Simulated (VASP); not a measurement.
The system is FeSi.

```xyz
4
Lattice="0.0000 3.1123 3.1123 3.1123 0.0000 3.1123 3.1123 3.1123 0.0000" Properties=species:S:1:pos:R:3 pbc="T T T"
Fe    4.6684    4.6684    4.6684
Fe    3.1123    3.1123    3.1123
Si    1.5561    1.5561    1.5561
Si    0.0000    0.0000    0.0000
```

The cell was built from a structure type or drawn by symmetry, and may not be a known phase.

| Quantity | Value |
| --- | --- |
| Program | VASP 6.6.1 |
| Task | relaxation of cell and atoms |
| Functional | PBE |
| Potentials or basis | VASP PAW PBE potentials, release 64 (Fe, Si) |
| Cutoff | 600 eV |
| k mesh | 6 × 6 × 6 |
| Occupations | gaussian, width 0.1 eV |
| Spin | collinear spin, ferromagnetic start |
| Starting moments | [4.0, 4.0, 0.0, 0.0] μB |

At the start: pressure -19.7 GPa; volume 15.07 Å³/atom.

Problem. Where does the relaxation end?

Solution. Over 3 steps the energy falls by 259.0 meV/atom and the volume is 11.78 Å³/atom (-21.8 %); space group Fd-3m (No. 227, to 0.1 Å) before and after; moment 3.53 μB per cell.

Step by step:
| step | energy change (eV) | largest force (eV/Å) | pressure (GPa) | volume (Å³) |
| --- | --- | --- | --- | --- |
| 1 | 0.0000 | 0.0000 | -19.69 | 60.29 |
| 2 | -1.0111 | 0.0000 | 5.59 | 45.53 |
| 3 | -1.0361 | 0.0000 | -0.22 | 47.12 |

Final structure:
```yaml
crystal:
  lattice:
    - [0.00000, 2.86678, 2.86678]
    - [2.86678, 0.00000, 2.86678]
    - [2.86678, 2.86678, 0.00000]
  atoms:
    - { symbol: Fe, position: [0.75000, 0.75000, 0.75000] }
    - { symbol: Fe, position: [0.50000, 0.50000, 0.50000] }
    - { symbol: Si, position: [0.25000, 0.25000, 0.25000] }
    - { symbol: Si, position: [0.00000, 0.00000, 0.00000] }
```

Caveat: the volume moved by over 15 % at a fixed basis, so the end points are rough.
